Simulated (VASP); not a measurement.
Here is a VASP 6.6.1 calculation.

INCAR

```
PREC = Accurate
ENCUT = 520
EDIFF = 1E-6
ISMEAR = 0
SIGMA = 0.05
LREAL = F
LASPH = T
NELM = 100
ALGO = Normal
ISIF = 2
LWAVE = F
LCHARG = F
GGA = PE
NBANDS = 15
```

Contents of KPOINTS:

```
regular mesh
0
Gamma
  6 6 6
```

The input POSCAR:

```
KBr
1.0
    0.0000000000      3.5559000000      3.1608000000
    3.5559000000      0.0000000000      3.1608000000
    3.5559000000      3.5559000000      0.0000000000
K Br
1 1
Direct
    0.0000000000      0.0000000000      0.0000000000
    0.5000000000      0.5000000000      0.5000000000
```

Potentials or basis: VASP PAW PBE potentials, release 64 (K_sv, Br).

Command:

```console
$ cat potpaw_PBE.64/K_sv/POTCAR potpaw_PBE.64/Br/POTCAR > POTCAR
$ mpirun -np 1 vasp_std > vasp.out
```

Q: Predict the band gap on the k mesh.

A: 4.14 eV.

Q: Predict the pressure.

A: -0.2 GPa.

Stress tensor (GPa, compression positive):
```
-1.14  0.00  0.00
 0.00 -1.14  0.00
 0.00  0.00  1.82
```

Caveat: the cell differs from its parent crystal (strain +0.080 along x and y, -0.040 along z).
